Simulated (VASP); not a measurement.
# AlN (P6_3mc) in VASP: further runs

The runs below take AlN through single point, with r2SCAN.

Program: VASP 6.6.1. These are calculated values, not measurements. Logs are shortened: lines on timing, memory, paths and dates and some standing lists are left out, and cuts for length are marked.

**Measured values to compare with.**

From “Structural and optical properties of self-assembled AlN nanowires grown on SiO2/Si substrates by molecular beam epitaxy”, 2024, arxiv:2402.00216, for a bulk crystal of AlN at 0 K: band gap 6.0343 eV (an exciton energy, a little under the gap).

How close the calculation comes is told below.

### 1 The cell of the first run

The structure is hexagonal, space group P6_3mc (No. 186). Conventional cell: a = 3.043 Å, b = 3.043 Å, c = 4.877 Å, α = 90.00°, β = 90.00°, γ = 120.00°. Al (site symmetry 3m) has 4 N at 1.85 to 1.86 Å within 2.5 Å. Within 2.5 Å of N (site symmetry 3m) lie 4 Al at 1.85 to 1.86 Å.

### 2 Single point, r2SCAN (volume changed by -6%)

The input, POSCAR:

```
AlN
1.0
    3.0432747797      0.0000000000      0.0000000000
   -1.5216373899      2.6355532700      0.0000000000
    0.0000000000      0.0000000000      4.8769561840
Al N
2 2
Direct
    0.3333333333      0.6666666667     -0.0007956041
    0.6666666667      0.3333333333      0.4992043959
    0.3333333333      0.6666666667      0.3807956041
    0.6666666667      0.3333333333      0.8807956041
```

The input, INCAR.step1:

```
PREC = Accurate
ENCUT = 520
ISMEAR = 0
SIGMA = 0.01
LREAL = False
LASPH = True
NELM = 60
NBANDS = 16
GGA = PE
ALGO = Normal
EDIFF = 1E-4
LWAVE = True
LCHARG = False
```

The input, INCAR.step2:

```
PREC = Accurate
ENCUT = 520
EDIFF = 1E-6
ISMEAR = 0
SIGMA = 0.01
LREAL = False
LASPH = True
NELM = 60
ALGO = Normal
ISIF = 2
LWAVE = False
LCHARG = False
METAGGA = R2SCAN
LMIXTAU = True
NBANDS = 16
ISTART = 1
```

The input, KPOINTS:

```
regular mesh
0
Gamma
  9 9 4
```

Potentials or basis: VASP PAW PBE potentials, release 64 (Al, N).

Run with:

```
$ cat potpaw_PBE.64/Al/POTCAR potpaw_PBE.64/N/POTCAR > POTCAR
$ cp INCAR.step1 INCAR
$ mpirun -np 1 vasp_std > vasp.out
$ cp INCAR.step2 INCAR
$ mpirun -np 1 vasp_std > vasp.out
```

OUTCAR:

```text
PREC = Accurate
   ENCUT = 520
   EDIFF = 1E-6
   ISMEAR = 0
   LREAL = False
   LASPH = True
   NELM = 60
   ISIF = 2
   METAGGA = R2SCAN
   ISTART = 1

 ion  position               nearest neighbor table
   1  0.333  0.667  0.999-   4 1.85   4 1.85   4 1.85   3 1.86   2 3.01   2 3.01   2 3.01   2 3.01
                             2 3.01   2 3.01
   2  0.667  0.333  0.499-   3 1.85   3 1.85   3 1.85   4 1.86   1 3.01   1 3.01   1 3.01   1 3.01
                             1 3.01   1 3.01
   3  0.333  0.667  0.381-   2 1.85   2 1.85   2 1.85   1 1.86
   4  0.667  0.333  0.881-   1 1.85   1 1.85   1 1.85   2 1.86

  LATTYP: Found a hexagonal cell.
 ALAT       =     3.0432747797
 C/A-ratio  =     1.6025356029

  Lattice vectors:

 A1 = (   3.0432747797,   0.0000000000,   0.0000000000)
 A2 = (  -1.5216373899,   2.6355532700,   0.0000000000)
 A3 = (   0.0000000000,   0.0000000000,   4.8769561840)

Analysis of symmetry for initial positions (statically):
=====================================================================
 Subroutine PRICEL returns:
 Original cell was already a primitive cell.

 Routine SETGRP: Setting up the symmetry group for a
 hexagonal supercell.

 Subroutine GETGRP returns: Found 12 space group operations
 (whereof  6 operations were pure point group operations)
 out of a pool of 24 trial point group operations.

The static configuration has the point symmetry C_3v.
 The point group associated with its full space group is C_6v.

Analysis of symmetry for dynamics (positions and initial velocities):
=====================================================================
 Subroutine PRICEL returns:
 Original cell was already a primitive cell.

 Routine SETGRP: Setting up the symmetry group for a
 hexagonal supercell.

 Subroutine GETGRP returns: Found 12 space group operations
 (whereof  6 operations were pure point group operations)
 out of a pool of 24 trial point group operations.

The dynamic configuration has the point symmetry C_3v.
 The point group associated with its full space group is C_6v.

 Subroutine INISYM returns: Found 12 space group operations
 (whereof  6 operations are pure point group operations),
 and found     1 'primitive' translations

----------------------------------------------------------------------------------------

                                     Primitive cell

[... 90 lines left out ...]
   LSORBIT =      F    spin-orbit coupling
   LASPH  =      T    aspherical Exc in radial PAW
   ENCUT  =  520.0 eV  38.22 Ry    6.18 a.u.   5.66  5.66  9.07*2*pi/ulx,y,z
   NELM   =     60;   NELMIN=  2; NELMDL=  0     # of ELM steps
   EDIFF  = 0.1E-05   stopping-criterion for ELM
   LREAL  =      F    real-space projection
   EDIFFG = 0.1E-04   stopping-criterion for IOM
   NSW    =      0    number of steps for IOM
   IBRION =     -1    ionic relax: 0-MD 1-quasi-New 2-CG
   NFREE  =      0    steps in history (QN), initial steepest desc. (CG)
   ISIF   =      2    stress and relaxation
   ISYM   =      2    0-nonsym 1-usesym 2-fastsym
   POTIM  = 0.5000    time-step for ionic-motion
   TEBEG  =    0.0;   TEEND  =   0.0 temperature during run
   PSTRESS=    0.0 pullay stress
   NELECT =      16.0000    total number of electrons
   NUPDOWN=      -1.0000    fix difference up-down
   EMIN   =  10.00;   EMAX   =-10.00  energy-range for DOS
   EFERMI =   0.00;   METHOD = LEGACY
   ISMEAR =     0;   SIGMA  =   0.01  broadening in eV -4-tet -1-fermi 0-gaus
   EFERMI_NEDOS =   21; number of points for ismear=-14 and -15
   IALGO  =     38    algorithm
   IMIX   =      4    mixing-type and parameters
     AMIX     =   0.40;   BMIX     =  1.00
     AMIX_MAG =   1.60;   BMIX_MAG =  1.00
  volume/ion in A,a.u.               =       9.78        65.99
  Fermi-wavevector in a.u.,A,eV,Ry     =   1.215237  2.296464 20.093088  1.476800
  Thomas-Fermi vector in A             =   2.350630
   LORBIT       =      0    0 simple, 1 ext, 2 COOP (PROOUT), +10 PAW based schemes
   METAGGA = R2SCAN    functional components
   LHFCALC =     F    Hartree Fock is set to
   AEXX    =    0.0000 exact exchange contribution
   IVDW    =     0    specifies the selected vdW correction
   LEPSILON=     F    determine dielectric tensor
   LRPA    =     F    only Hartree local field effects (RPA)
 non-spin polarized calculation
 Gauss-broadening in eV      SIGMA  =   0.01
  energy-cutoff  :      520.00
  volume of cell :       39.12
 maximum number of plane-waves:      1087
 NGX is ok and might be reduce to    24
   NGX = 11   NGY = 11   NGZ = 19

 number of electron      15.9999999 magnetization

 Free energy of the ion-electron system (eV)
  ---------------------------------------------------
  ext. energy  EPLUGINS =         0.00000000
  ---------------------------------------------------
  free energy    TOTEN  =       -38.35012760 eV

  energy without entropy =      -38.35012760  energy(sigma->0) =      -38.35012760

 E-fermi :   6.6321     XC(G=0): -11.7016

 val. band max:        6.5229906095   @ k =   0.0000   0.0000   0.0000
 cond. band min:      12.0290515123   @ k =   0.0000   0.0000   0.0000
 fundamental gap:      5.5060609027
 Fermi energy:         6.6320743406

 k-point     1 :       0.0000    0.0000    0.0000
  band No.  band energies     occupation
      1      -9.8415      2.00000
      2      -7.5230      2.00000
      3       0.1643      2.00000
      4       5.6109      2.00000
      5       5.6109      2.00000
      6       6.2841      2.00000
[... 433 lines left out ...]
      3       1.6261      2.00000
      4       1.9101      2.00000
      5       1.9101      2.00000
      6       3.3400      2.00000
[... 8 lines left out ...]
     15      21.0251      0.00000
     16      24.0693      0.00000

 [... further k-points ...]
[... 5 lines left out ...]
  --------------------------------------------------------------------------------------
  -------------------------------------------------------------------------------------
  Total        3.5899057      3.5899057      3.3411526     -0.0000000      0.0000000      0.0000000
  in kB      147.0387511    147.0387511    136.8500861     -0.0000000      0.0000000      0.0000000
  external PRESSURE =     143.6425294 kB  Pullay stress =       0.0000000 kB

 VOLUME and BASIS-vectors are now :
 -----------------------------------------------------------------------------
  energy-cutoff  :      520.00
  volume of cell :       39.12
      direct lattice vectors                 reciprocal lattice vectors
     3.043274780  0.000000000  0.000000000     0.328593398  0.189713487  0.000000000
    -1.521637390  2.635553270  0.000000000     0.000000000  0.379426973  0.000000000
     0.000000000  0.000000000  4.876956184     0.000000000  0.000000000  0.205045927

 POSITION                                       TOTAL-FORCE (eV/Angst)
 -----------------------------------------------------------------------------------
     -0.00000      1.75704      4.87308         0.000000      0.000000     -0.031379
      1.52164      0.87852      2.43460        -0.000000     -0.000000     -0.031379
     -0.00000      1.75704      1.85712        -0.000000     -0.000000      0.031379
      1.52164      0.87852      4.29560         0.000000     -0.000000      0.031379
 -----------------------------------------------------------------------------------
    total drift:                               -0.000000      0.000000     -0.030118

  FREE ENERGIE OF THE ION-ELECTRON SYSTEM (eV)
  ---------------------------------------------------
  free  energy   TOTEN  =       -38.3501276039 eV

  energy  without entropy=      -38.3501276039  energy(sigma->0) =      -38.35012760
```

OSZICAR.step1:

```text
N       E                     dE             d eps       ncg     rms          rms(c)
DAV:   1     0.416051578352E+02    0.41605E+02   -0.74410E+03  1152   0.905E+02
DAV:   2    -0.312734203141E+02   -0.72879E+02   -0.67418E+02  1640   0.192E+02
DAV:   3    -0.345887862638E+02   -0.33154E+01   -0.33069E+01  1408   0.417E+01
DAV:   4    -0.346080565951E+02   -0.19270E-01   -0.19269E-01  1456   0.358E+00
DAV:   5    -0.346083045360E+02   -0.24794E-03   -0.24794E-03  1408   0.409E-01    0.127E+01
DAV:   6    -0.295923370270E+02    0.50160E+01   -0.10654E+01  1368   0.241E+01    0.437E+00
DAV:   7    -0.296010112491E+02   -0.86742E-02   -0.76549E-01  1232   0.616E+00    0.306E+00
DAV:   8    -0.295927590902E+02    0.82522E-02   -0.55997E-02  1264   0.214E+00    0.501E-01
DAV:   9    -0.295882875934E+02    0.44715E-02   -0.11813E-02  1480   0.806E-01    0.231E-01
DAV:  10    -0.295888664706E+02   -0.57888E-03   -0.20657E-03  1248   0.286E-01    0.123E-01
DAV:  11    -0.295887917220E+02    0.74749E-04   -0.17175E-04   992   0.102E-01
   1 F= -.29588792E+02 E0= -.29588792E+02  d E =-.363475E-23
```

Wall time 91 s (1 thread of Intel Xeon Platinum 8259CL at 2.50GHz (Skylake/Cascade Lake), shared host); peak memory 0.16 GiB.

What came out:

```yaml
Free_energy: -38.3501 eV
Pressure: 14.4 GPa
Largest_force: 0.031 eV/Å
Band_gap_on_the_k_mesh: 5.51 eV, direct
```

Forces in eV/Å, atoms in the order of the input:
```
Al   0.000  0.000 -0.031
Al   0.000  0.000 -0.031
N    0.000  0.000  0.031
N    0.000  0.000  0.031
```

Stress tensor (GPa, compression positive):
```
14.70  0.00  0.00
 0.00 14.70  0.00
 0.00  0.00 13.69
```

Levels at points of the mesh, in eV from the valence-band top:
| k point | band 4 | band 5 | band 6 | band 7 | band 8 | band 9 | band 10 | band 11 | band 12 | band 13 |
| --- | --- | --- | --- | --- | --- | --- | --- | --- | --- | --- |
| (0.00, 0.00, 0.00) | -0.91 | -0.91 | -0.24 | -0.24 | 0.00 | 5.51 | 8.12 | 12.16 | 12.51 | 12.51 |
| (0.00, 0.00, 0.50) | -3.48 | -0.59 | -0.59 | -0.59 | -0.59 | 7.84 | 7.84 | 11.86 | 11.86 | 12.83 |

Caveat: the PAW data sets were made with another functional, which shifts forces and pressure a little. A k mesh can miss the band edges.

### 3 Single point, r2SCAN (volume changed by -3%)

The input, POSCAR:

```
AlN
1.0
    3.0753116054      0.0000000000      0.0000000000
   -1.5376558027      2.6632979748      0.0000000000
    0.0000000000      0.0000000000      4.9282963377
Al N
2 2
Direct
    0.3333333333      0.6666666667     -0.0007956041
    0.6666666667      0.3333333333      0.4992043959
    0.3333333333      0.6666666667      0.3807956041
    0.6666666667      0.3333333333      0.8807956041
```

The input, INCAR.step1:

```
SYSTEM = AlN
PREC = Accurate ; ENCUT = 520
ISMEAR = 0 ; SIGMA = 0.01
LREAL = .FALSE. ; LASPH = .TRUE.
NELM = 100 ; NBANDS = 16
GGA = PE ; ALGO = Normal
EDIFF = 1E-4 ; LWAVE = .TRUE.
LCHARG = .FALSE.
```

The input, INCAR.step2:

```
SYSTEM = AlN
PREC = Accurate ; ENCUT = 520
EDIFF = 1E-7 ; ISMEAR = 0
SIGMA = 0.01 ; LREAL = .FALSE.
LASPH = .TRUE. ; NELM = 100
ALGO = Normal ; ISIF = 2
LWAVE = .FALSE. ; LCHARG = .FALSE.
METAGGA = R2SCAN ; LMIXTAU = .TRUE.
NBANDS = 16 ; ISTART = 1
```

The input, KPOINTS:

```
Automatic mesh
0
G
  9 9 4
  0 0 0
```

Potentials or basis: VASP PAW PBE potentials, release 64 (Al, N).

Run with:

```
$ cat potpaw_PBE.64/Al/POTCAR potpaw_PBE.64/N/POTCAR > POTCAR
$ cp INCAR.step1 INCAR
$ mpirun -np 1 vasp_std > vasp.out
$ cp INCAR.step2 INCAR
$ mpirun -np 1 vasp_std > vasp.out
```

Wall time 2.3 min (1 thread of Intel Xeon Platinum 8259CL at 2.50GHz (Skylake/Cascade Lake), shared host); peak memory 0.17 GiB.

It converged, with:

| Item | Value |
| --- | --- |
| Free energy | -38.4320 eV |
| Pressure | 6.4 GPa |
| Largest force | 0.016 eV/Å |
| Band gap on the k mesh | 5.21 eV, direct |

Forces in eV/Å, atoms in the order of the input:
```
Al   0.000  0.000 -0.016
Al   0.000  0.000 -0.016
N    0.000  0.000  0.016
N    0.000  0.000  0.016
```

Stress tensor (GPa, compression positive):
```
6.60 0.00 0.00
0.00 6.60 0.00
0.00 0.00 6.14
```

Levels at points of the mesh, in eV from the valence-band top:
| k point | band 6 | band 7 | band 8 | band 9 | band 10 | band 11 |
| --- | --- | --- | --- | --- | --- | --- |
| (0.00, 0.00, 0.00) | -0.23 | -0.23 | 0.00 | 5.21 | 7.82 | 11.88 |
| (0.00, 0.00, 0.50) | -0.57 | -0.57 | -0.57 | 7.54 | 7.54 | 11.58 |

Caveat: the PAW data sets were made with another functional, which shifts forces and pressure a little.

(Part 1 of 3 ends here.)
